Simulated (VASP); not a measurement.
Write the native input for VASP 6.6.1 that does the following.

```
Task                   : single point
Functional             : PBEsol
Potentials or basis    : VASP PAW PBE potentials, release 64 (Cs_sv)
Cutoff                 : 520 eV
k mesh                 : 11 × 11 × 11
Occupations            : fermi-dirac, width 0.05 eV
Spin                   : no spin polarisation
Dipole correction      : no
Further INCAR settings : ALGO = Normal; EDIFF = 1e-06; NBANDS = 10
```

The structure of Cs lies in POSCAR:

```
Cs
1.0
   -2.4409857976      2.4409857976      2.4409857976
    2.4409857976     -2.4409857976      2.4409857976
    2.4409857976      2.4409857976     -2.4409857976
Cs
1
Direct
    0.0000000000      0.0000000000      0.0000000000
```

These files were run (other wordings do the same):

INCAR

```
SYSTEM = Cs
ALGO     = Normal         ! electronic algorithm
EDIFF    = 1E-6           ! SCF threshold, eV
ENCUT    = 520            ! plane-wave cutoff, eV
GGA      = PS             ! functional
ISIF     = 2              ! what is computed and relaxed
ISMEAR   = -1             ! smearing method
LASPH    = .True.         ! aspherical terms in the spheres
LCHARG   = .False.        ! write CHGCAR
LREAL    = .False.        ! projectors in reciprocal space
LWAVE    = .False.        ! write WAVECAR
NBANDS   = 10             ! bands
NELM     = 60             ! most SCF steps
PREC     = Accurate       ! precision mode
SIGMA    = 0.05           ! smearing width, eV
```

KPOINTS

```
k-points
0
Gamma
  11 11 11
  0 0 0
```

Potentials or basis: VASP PAW PBE potentials, release 64 (Cs_sv).

Launch:

```console
$ cat potpaw_PBE.64/Cs_sv/POTCAR > POTCAR
$ mpirun -np 1 vasp_std > vasp.out
```

It gave:

```json
{"Pressure": "2.9 GPa"}
```

Caveat: the PAW data sets were made with another functional, which shifts forces and pressure a little.

Wall time 28 s on 1 thread of AMD EPYC 7R13, with other jobs on the host, peak memory 0.16 GiB.
